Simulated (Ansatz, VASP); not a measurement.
PbSe in VASP and in Ansatz

```
CELL_PARAMETERS angstrom
2.12525 -5.93857 0.00000
2.12525 5.93857 0.00000
0.00000 0.00000 4.44765
ATOMIC_POSITIONS crystal
Pb 0.62779 0.37221 0.75000
Pb 0.37221 0.62779 0.25000
Se 0.86652 0.13348 0.75000
Se 0.13348 0.86652 0.25000
```

Alike in both runs: functional PBE; dispersion D3(BJ); k mesh 8 × 8 × 6; occupations gaussian, width 0.02 eV; no spin polarisation.

Ansatz relaxed the structure, and its values are those at the end. VASP's run is a single point on that final structure, the one shown.

```csv
,VASP,Ansatz
version,VASP 6.6.1,Ansatz 0.2.0
potentials or method,"VASP PAW PBE potentials, release 64 (Pb_d, Se), cutoff 520 eV","scalar-relativistic, plane waves, PAW"
valence electrons in the cell,40,60
```

|  | VASP | Ansatz | Ansatz less VASP |
| --- | --- | --- | --- |
| gap on the k mesh at the Fermi level (eV) | 0.99 | 0.99 | +0.002 |
| least direct gap on the mesh (eV) | 1.13 | 1.13 | -0.001 |
| pressure (GPa) | 0.0 | 0.0 | -0.01 |
| rms of the force components (eV/Å) | 0.006 | 0.002 | -0.0042 |

VASP's potentials hold 40 valence electrons a cell and Ansatz's 60, so a difference there can come from the potentials and not from the codes.

Spin-orbit coupling is off throughout.
